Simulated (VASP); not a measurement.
Write the native input for VASP 6.6.1 that does the following.

```yaml
Task: single point
Functional: PBE
Potentials_or_basis: VASP PAW PBE potentials, release 64 (Au)
Cutoff: 500 eV
k_mesh: 6 × 6 × 4
Occupations: gaussian, width 0.1 eV
Spin: no spin polarisation
Dipole_correction: no
Further_INCAR_settings: ALGO = Normal; EDIFF = 1e-06; NBANDS = 42
```

The structure of Au lies in POSCAR:

```
Au
1.0
    5.3045746900      0.0000000000      0.0000000000
   -2.6522873400      4.5938964400      0.0000000000
    0.0000000000      0.0000000000      4.6576432100
Au
6
Direct
    0.8452486200      0.1547513800      0.2500000000
    0.8452486200      0.6904972400      0.2500000000
    0.3095027600      0.1547513800      0.2500000000
    0.1547513800      0.8452486200      0.7500000000
    0.1547513800      0.3095027600      0.7500000000
    0.6904972400      0.8452486200      0.7500000000
```

The cell was generated, and may not be a known phase.

These files were run (other wordings do the same):

INCAR

```
SYSTEM = Au
ALGO = Normal ; EDIFF = 1E-6
ENCUT = 500 ; GGA = PE
GGA_COMPAT = .FALSE. ; ISIF = 2
ISMEAR = 0 ; LASPH = .TRUE.
LCHARG = .FALSE. ; LREAL = .FALSE.
LWAVE = .FALSE. ; NBANDS = 42
NELM = 120 ; PREC = Accurate
SIGMA = 0.1
```

KPOINTS

```
k-points
0
G
  6 6 4
  0 0 0
```

Potentials or basis: VASP PAW PBE potentials, release 64 (Au).

Launch:

```sh
$ cat potpaw_PBE.64/Au/POTCAR > POTCAR
$ mpirun -np 1 vasp_std > vasp.out
```

Results of the run:

The pressure is 30.9 GPa. The largest force is 6.379 eV/Å and the band gap on the k mesh is zero (bands 33 and 34 overlap by 2.85 eV).

Caveat: the stress differs along the axes, from 22 to 35 GPa; spin-orbit coupling is left out, which moves the levels of the heavy elements; forces of over 1 eV/Å act on the atoms, so gaps and moduli don't describe the material at rest.

Run time: 40 s on 1 thread of AMD EPYC 9R45 96-Core Processor (Zen 5) (shared host), peak memory 0.22 GiB.
